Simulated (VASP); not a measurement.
# LiF (I4/mmm) in VASP: further runs

The runs below take LiF through single point, with LDA.

All numbers are computed with VASP 6.6.1; they aren't measurements. Logs are shortened: lines on timing, memory, paths and dates and some standing lists are left out, and cuts for length are marked.

## Step 1: The cell of the first run

It takes space group I4/mmm (No. 139, tetragonal). Conventional cell: a = 2.991 Å, b = 2.991 Å, c = 3.927 Å, α = 90.00°, β = 90.00°, γ = 90.00°. Li (site symmetry 4/mmm) has 6 F at 1.96 to 2.11 Å within 2.6 Å. Within 2.6 Å of F (site symmetry 4/mmm) lie 6 Li at 1.96 to 2.11 Å.

## Step 2: Single point, LDA (strain +0.050 along x and y, -0.025 along z)

INCAR

```
SYSTEM = LiF
  PREC = Accurate
  ENCUT = 520
  EDIFF = 1E-6
  ISMEAR = 0
  SIGMA = 0.05
  LREAL = .False.
  LASPH = .True.
  NELM = 100
  ALGO = Normal
  ISIF = 2
  LWAVE = .False.
  LCHARG = .False.
  GGA = CA
  NBANDS = 12
```

KPOINTS

```
regular mesh
0
Gamma
  10 10 10
  0 0 0
```

POSCAR

```
LiF
1.0
    0.0000000000      2.1147000000      1.9636500000
    2.1147000000      0.0000000000      1.9636500000
    2.1147000000      2.1147000000      0.0000000000
Li F
1 1
Direct
    0.0000000000      0.0000000000      0.0000000000
    0.5000000000      0.5000000000      0.5000000000
```

Potentials or basis: VASP PAW LDA potentials, release 64 (Li_sv, F).

Command:

```
$ cat potpaw_LDA.64/Li_sv/POTCAR potpaw_LDA.64/F/POTCAR > POTCAR
$ mpirun -np 1 vasp_std > vasp.out
```

OUTCAR:

```text
SYSTEM = LiF
   PREC = Accurate
   ENCUT = 520
   EDIFF = 1E-6
   ISMEAR = 0
   LREAL = .False.
   LASPH = .True.
   NELM = 100
   ISIF = 2
   GGA = CA

 ion  position               nearest neighbor table
   1  0.000  0.000  0.000-   2 1.96   2 1.96   2 2.11   2 2.11   2 2.11   2 2.11
   2  0.500  0.500  0.500-   1 1.96   1 1.96   1 2.11   1 2.11   1 2.11   1 2.11

  LATTYP: Found a body centered tetragonal cell.
 ALAT       =     2.9906374204
 C/A-ratio  =     1.3131983079

  Lattice vectors:

 A1 = (   0.0000000000,  -2.1147000000,  -1.9636500000)
 A2 = (   0.0000000000,   2.1147000000,  -1.9636500000)
 A3 = (   2.1147000000,   0.0000000000,   1.9636500000)

Analysis of symmetry for initial positions (statically):
=====================================================================
 Subroutine PRICEL returns:
 Original cell was already a primitive cell.

 Routine SETGRP: Setting up the symmetry group for a
 body centered tetragonal supercell.

 Subroutine GETGRP returns: Found 16 space group operations
 (whereof 16 operations were pure point group operations)
 out of a pool of 16 trial point group operations.

The static configuration has the point symmetry D_4h.

Analysis of symmetry for dynamics (positions and initial velocities):
=====================================================================
 Subroutine PRICEL returns:
 Original cell was already a primitive cell.

 Routine SETGRP: Setting up the symmetry group for a
 body centered tetragonal supercell.

 Subroutine GETGRP returns: Found 16 space group operations
 (whereof 16 operations were pure point group operations)
 out of a pool of 16 trial point group operations.

The dynamic configuration has the point symmetry D_4h.

 Subroutine INISYM returns: Found 16 space group operations
 (whereof 16 operations are pure point group operations),
 and found     1 'primitive' translations

----------------------------------------------------------------------------------------

                                     Primitive cell

  volume of cell :      17.5627

  direct lattice vectors                    reciprocal lattice vectors
     0.000000000  2.114700000  1.963650000    -0.236440157  0.236440157  0.254627861
     2.114700000  0.000000000  1.963650000     0.236440157 -0.236440157  0.254627861
     2.114700000  2.114700000  0.000000000     0.236440157  0.236440157 -0.254627861

  length of vectors
     2.885806198  2.885806198  2.990637420     0.420289476  0.420289476  0.420289476

  position of ions in fractional coordinates (direct lattice)
     0.000000000  0.000000000  0.000000000
     0.500000000  0.500000000  0.500000000

  ion indices of the primitive-cell ions
   primitive index   ion index
                 1           1
                 2           2

----------------------------------------------------------------------------------------

 KPOINTS: regular mesh

Automatic generation of k-mesh.
 Grid dimensions read from file:
 generate k-points for:   10   10   10

 Generating k-lattice:

  Cartesian coordinates                     Fractional coordinates (reciprocal lattice)
    -0.023644016  0.023644016  0.025462786     0.100000000  0.000000000  0.000000000
     0.023644016 -0.023644016  0.025462786     0.000000000  0.100000000  0.000000000
     0.023644016  0.023644016 -0.025462786    -0.000000000 -0.000000000  0.100000000

  Length of vectors
     0.042028948  0.042028948  0.042028948

  Shift w.r.t. Gamma in fractional coordinates (k-lattice)
     0.000000000  0.000000000  0.000000000

 Subroutine IBZKPT returns following result:
 ===========================================

 Found    102 irreducible k-points:

 Following reciprocal coordinates:
            Coordinates               Weight
  0.000000  0.000000  0.000000      1.000000
  0.100000 -0.000000  0.000000      8.000000
  0.200000 -0.000000  0.000000      8.000000
  0.300000  0.000000  0.000000      8.000000
  0.400000  0.000000  0.000000      8.000000
  0.500000  0.000000  0.000000      4.000000
[... 16 lines left out ...]
  0.300000  0.300000  0.000000      2.000000
  0.400000  0.300000  0.000000      8.000000
 [... further k-points ...]
   k-points           NKPTS =    102   k-points in BZ     NKDIM =    102   number of bands    NBANDS=     12
   number of dos      NEDOS =    301   number of ions     NIONS =      2
   total plane-waves  NPLWV =  13824
   dimension x,y,z NGX =    24 NGY =   24 NGZ =   24
   dimension x,y,z NGXF=    48 NGYF=   48 NGZF=   48
   ions per type =               1   1
   NGX,Y,Z   is equivalent  to a cutoff of  13.83, 13.83, 13.34 a.u.
   NGXF,Y,Z  is equivalent  to a cutoff of  27.65, 27.65, 26.68 a.u.
 SYSTEM =  LiF
   PREC   = accura    normal or accurate (medium, high low for compatibility)
   ISTART =      0    job   : 0-new  1-cont  2-samecut
   ICHARG =      2    charge: 1-file 2-atom 10-const
   ISPIN  =      1    spin polarized calculation?
   LNONCOLLINEAR =      F non collinear calculations
   LSORBIT =      F    spin-orbit coupling
   LASPH  =      T    aspherical Exc in radial PAW
   ENCUT  =  520.0 eV  38.22 Ry    6.18 a.u.   5.37  5.37  5.56*2*pi/ulx,y,z
   NELM   =    100;   NELMIN=  2; NELMDL= -5     # of ELM steps
   EDIFF  = 0.1E-05   stopping-criterion for ELM
   LREAL  =      F    real-space projection
   EDIFFG = 0.1E-04   stopping-criterion for IOM
   NSW    =      0    number of steps for IOM
   IBRION =     -1    ionic relax: 0-MD 1-quasi-New 2-CG
   NFREE  =      0    steps in history (QN), initial steepest desc. (CG)
   ISIF   =      2    stress and relaxation
   ISYM   =      2    0-nonsym 1-usesym 2-fastsym
   POTIM  = 0.5000    time-step for ionic-motion
   TEBEG  =    0.0;   TEEND  =   0.0 temperature during run
   PSTRESS=    0.0 pullay stress
   NELECT =      10.0000    total number of electrons
   NUPDOWN=      -1.0000    fix difference up-down
   EMIN   =  10.00;   EMAX   =-10.00  energy-range for DOS
   EFERMI =   0.00;   METHOD = LEGACY
   ISMEAR =     0;   SIGMA  =   0.05  broadening in eV -4-tet -1-fermi 0-gaus
   EFERMI_NEDOS =   21; number of points for ismear=-14 and -15
   IALGO  =     38    algorithm
   IMIX   =      4    mixing-type and parameters
     AMIX     =   0.40;   BMIX     =  1.00
     AMIX_MAG =   1.60;   BMIX_MAG =  1.00
  volume/ion in A,a.u.               =       8.78        59.26
  Fermi-wavevector in a.u.,A,eV,Ry     =   1.356889  2.564148 25.050333  1.841148
  Thomas-Fermi vector in A             =   2.483854
   LORBIT       =      0    0 simple, 1 ext, 2 COOP (PROOUT), +10 PAW based schemes
   GGA     = CA    functional components
   LHFCALC =     F    Hartree Fock is set to
   AEXX    =    0.0000 exact exchange contribution
   IVDW    =     0    specifies the selected vdW correction
   LEPSILON=     F    determine dielectric tensor
   LRPA    =     F    only Hartree local field effects (RPA)
 non-spin polarized calculation
 Gauss-broadening in eV      SIGMA  =   0.05
  energy-cutoff  :      520.00
  volume of cell :       17.56
 maximum number of plane-waves:       499
 NGX is ok and might be reduce to    24
   NGX = 11   NGY = 11   NGZ = 11

 number of electron      10.0000009 magnetization

 Free energy of the ion-electron system (eV)
  ---------------------------------------------------
  ext. energy  EPLUGINS =         0.00000000
  ---------------------------------------------------
  free energy    TOTEN  =       -10.40196687 eV

  energy without entropy =      -10.40196687  energy(sigma->0) =      -10.40196687

 E-fermi :  -1.3835     XC(G=0): -10.3064

 val. band max:       -1.6719363497   @ k =   0.0000   0.0000   0.0000
 cond. band min:       6.4680383165   @ k =   0.0000   0.0000   0.0000
 fundamental gap:      8.1399746662
 Fermi energy:        -1.3835470974

 k-point     1 :       0.0000    0.0000    0.0000
  band No.  band energies     occupation
      1     -41.6213      2.00000
      2     -21.1088      2.00000
      3      -1.8789      2.00000
      4      -1.6719      2.00000
      5      -1.6719      2.00000
      6       6.4680      0.00000
      7      20.3409      0.00000
      8      20.3409      0.00000
      9      21.3523      0.00000
     10      21.3523      0.00000
     11      21.9458      0.00000
     12      21.9586      0.00000

 k-point     2 :       0.1000   -0.0000    0.0000
  band No.  band energies     occupation
      1     -41.6163      2.00000
      2     -21.0735      2.00000
      3      -2.0517      2.00000
      4      -1.7794      2.00000
      5      -1.7052      2.00000
      6       6.7587      0.00000
      7      18.3699      0.00000
      8      19.2014      0.00000
      9      20.3486      0.00000
     10      22.2592      0.00000
     11      22.3131      0.00000
     12      22.8752      0.00000

 k-point     3 :       0.2000   -0.0000    0.0000
  band No.  band energies     occupation
      1     -41.6033      2.00000
      2     -20.9794      2.00000
      3      -2.6703      2.00000
      4      -1.8280      2.00000
      5      -1.7906      2.00000
      6       7.4139      0.00000
      7      16.0160      0.00000
      8      17.7327      0.00000
      9      19.0544      0.00000
     10      23.0807      0.00000
     11      23.6398      0.00000
     12      24.1049      0.00000
[... 286 lines left out ...]
 k-point    23 :       0.3000    0.3000    0.0000
  band No.  band energies     occupation
      1     -41.5717      2.00000
      2     -20.7132      2.00000
      3      -3.4705      2.00000
      4      -2.4116      2.00000
      5      -2.4116      2.00000
      6       9.8866      0.00000
      7      14.8942      0.00000
      8      16.7344      0.00000
      9      16.7515      0.00000
     10      16.7515      0.00000
     11      30.3018      0.00000
     12      31.6056      0.00000

 k-point    24 :       0.4000    0.3000    0.0000
  band No.  band energies     occupation
      1     -41.5618      2.00000
      2     -20.6042      2.00000
      3      -3.8683      2.00000
      4      -2.6098      2.00000
      5      -2.5306      2.00000
      6      10.7913      0.00000
      7      13.7099      0.00000
      8      16.1625      0.00000
      9      16.5372      0.00000
     10      17.5898      0.00000
     11      30.8545      0.00000
     12      30.8902      0.00000

 [... further k-points ...]
[... 5 lines left out ...]
  --------------------------------------------------------------------------------------
  -------------------------------------------------------------------------------------
  Total       -1.1625967     -1.1625967     -0.8295863      0.0000000     -0.0000000      0.0000000
  in kB     -106.0591265   -106.0591265    -75.6798953      0.0000000     -0.0000000      0.0000000
  external PRESSURE =     -95.9327161 kB  Pullay stress =       0.0000000 kB

 VOLUME and BASIS-vectors are now :
 -----------------------------------------------------------------------------
  energy-cutoff  :      520.00
  volume of cell :       17.56
      direct lattice vectors                 reciprocal lattice vectors
     0.000000000  2.114700000  1.963650000    -0.236440157  0.236440157  0.254627861
     2.114700000  0.000000000  1.963650000     0.236440157 -0.236440157  0.254627861
     2.114700000  2.114700000  0.000000000     0.236440157  0.236440157 -0.254627861

 POSITION                                       TOTAL-FORCE (eV/Angst)
 -----------------------------------------------------------------------------------
      0.00000      0.00000      0.00000         0.000000     -0.000000     -0.000000
      2.11470      2.11470      1.96365        -0.000000      0.000000      0.000000
 -----------------------------------------------------------------------------------
    total drift:                               -0.000000     -0.000000      0.000000

  FREE ENERGIE OF THE ION-ELECTRON SYSTEM (eV)
  ---------------------------------------------------
  free  energy   TOTEN  =       -10.4019668728 eV

  energy  without entropy=      -10.4019668728  energy(sigma->0) =      -10.40196687
```

Wall time 12 s (1 thread of Intel Xeon Platinum 8488C (Sapphire Rapids), shared host); peak memory 0.13 GiB.

What came out:

```
Free energy            : -10.4020 eV
Band gap on the k mesh : 8.14 eV, direct
```

Levels at points of the mesh, in eV from the valence-band top:
```
           k point  band 2  band 3  band 4  band 5  band 6  band 7  band 8  band 9
(0.00, 0.00, 0.00)  -19.44   -0.21    0.00    0.00    8.14   22.01   22.01   23.02
(0.50, 0.00, 0.00)  -19.05   -2.42   -0.33   -0.21    9.96   15.48   17.21   18.52
(0.50, 0.50, 0.00)  -18.75   -2.84   -1.12   -1.12   14.62   15.02   16.42   18.27
(0.50, 0.00, 0.50)  -18.83   -2.89   -1.15   -0.70   13.31   16.02   16.18   18.76
```

Caveat: the cell differs from its parent crystal (strain +0.050 along x and y, -0.025 along z); the cutoff is under 1.25 times the usual one of these potentials, so pressure, stress and relaxed cells hold a basis-set (Pulay) error. A k mesh can miss the band edges.

## Step 3: Single point, LDA (strain -0.050 along x and y, +0.050 along z)

INCAR

```
SYSTEM = LiF
ALGO = Normal
EDIFF = 1E-6
ENCUT = 520
ISIF = 2
ISMEAR = 0
LASPH = .TRUE.
LCHARG = .FALSE.
LREAL = .FALSE.
LWAVE = .FALSE.
NBANDS = 12
NELM = 100
PREC = Accurate
SIGMA = 0.05
```

KPOINTS

```
k-points
0
G
  10 10 10
  0 0 0
```

POSCAR

```
LiF
1.0
    0.0000000000      1.9133000000      2.1147000000
    1.9133000000      0.0000000000      2.1147000000
    1.9133000000      1.9133000000      0.0000000000
Li F
1 1
Direct
    0.0000000000      0.0000000000      0.0000000000
    0.5000000000      0.5000000000      0.5000000000
```

Potentials or basis: VASP PAW LDA potentials, release 64 (Li_sv, F).

Command:

```
$ cat potpaw_LDA.64/Li_sv/POTCAR potpaw_LDA.64/F/POTCAR > POTCAR
$ mpirun -np 1 vasp_std > vasp.out
```

It took 5 s on 1 thread of Intel Xeon 6975P-C (Granite Rapids), shared host; peak memory 0.12 GiB.

Results (log left out):

* Free energy: -10.4701 eV
* Band gap on the k mesh: 9.17 eV, direct

Levels at points of the mesh, in eV from the valence-band top:
| k point | band 2 | band 3 | band 4 | band 5 | band 6 | band 7 | band 8 | band 9 |
| --- | --- | --- | --- | --- | --- | --- | --- | --- |
| (0.00, 0.00, 0.00) | -19.81 | -0.18 | -0.18 | 0.00 | 9.17 | 22.61 | 23.87 | 24.78 |
| (0.50, 0.00, 0.00) | -19.34 | -2.83 | -0.48 | -0.23 | 10.55 | 16.87 | 17.99 | 19.71 |
| (0.50, 0.50, 0.00) | -19.10 | -3.52 | -1.00 | -1.00 | 13.69 | 17.16 | 17.77 | 21.36 |
| (0.50, 0.00, 0.50) | -18.95 | -3.44 | -1.67 | -0.99 | 15.50 | 15.84 | 17.76 | 19.15 |

Caveat: the cell differs from its parent crystal (strain -0.050 along x and y, +0.050 along z); the cutoff is under 1.25 times the usual one of these potentials, so pressure, stress and relaxed cells hold a basis-set (Pulay) error. A k mesh can miss the band edges.

## Step 4: Single point, LDA (strain +0.000 along x and y, -0.050 along z)

INCAR

```
PREC = Accurate
ENCUT = 520
EDIFF = 1E-6
ISMEAR = 0
SIGMA = 0.05
LREAL = False
LASPH = True
NELM = 60
ALGO = Normal
ISIF = 2
LWAVE = False
LCHARG = True
LELF = True
LVHAR = True
NBANDS = 12
```

KPOINTS

```
Automatic mesh
0
Gamma
  10 10 10
```

POSCAR

```
LiF
1.0
    0.0000000000      2.0140000000      1.9133000000
    2.0140000000      0.0000000000      1.9133000000
    2.0140000000      2.0140000000      0.0000000000
Li F
1 1
Direct
    0.0000000000      0.0000000000      0.0000000000
    0.5000000000      0.5000000000      0.5000000000
```

Command:

```
$ cat potpaw_LDA.64/Li_sv/POTCAR potpaw_LDA.64/F/POTCAR > POTCAR
$ mpirun -np 1 vasp_std > vasp.out
```

It took 5.8 s on 1 thread of Intel Xeon 6975P-C (Granite Rapids), shared host; peak memory 0.13 GiB.

The run converged. Its results:

```
Free energy            : -10.4875 eV
Band gap on the k mesh : 9.25 eV, direct
```

Levels at points of the mesh, in eV from the valence-band top:
```csv
k point,band 3,band 4,band 5,band 6,band 7,band 8
"(0.00, 0.00, 0.00)",-0.15,0.00,0.00,9.25,23.68,23.68
"(0.50, 0.00, 0.00)",-2.78,-0.35,-0.24,10.59,16.93,18.30
"(0.50, 0.50, 0.00)",-3.35,-1.27,-1.27,15.52,15.75,17.80
"(0.50, 0.00, 0.50)",-3.42,-1.28,-0.93,14.55,16.49,17.71
```

Caveat: the cell differs from its parent crystal (strain +0.000 along x and y, -0.050 along z); the cutoff is under 1.25 times the usual one of these potentials, so pressure, stress and relaxed cells hold a basis-set (Pulay) error. A k mesh can miss the band edges.

## Step 5: Summary

```tsv
cell	gap on the mesh (eV)
a = 2.886, b = 2.886, c = 2.991 Å, angles 58.8, 58.8, 62.4°, 2 atoms	8.14
a = 2.852, b = 2.852, c = 2.706 Å, angles 61.7, 61.7, 56.6°, 2 atoms	9.17
a = 2.778, b = 2.778, c = 2.848 Å, angles 59.2, 59.2, 61.7°, 2 atoms	9.25
```

Alike in all rows: task single point; level LDA; potentials or basis VASP PAW LDA potentials, release 64 (Li_sv, F); no spin polarisation; k mesh 10 × 10 × 10; cutoff (eV) 520; smearing gaussian 0.05 eV.

Caveats: the cutoff is under 1.25 times the usual one of these potentials, so pressure, stress and relaxed cells hold a basis-set (Pulay) error.

Total energies depend on the potentials used, so only differences within one code and one set of settings carry meaning.
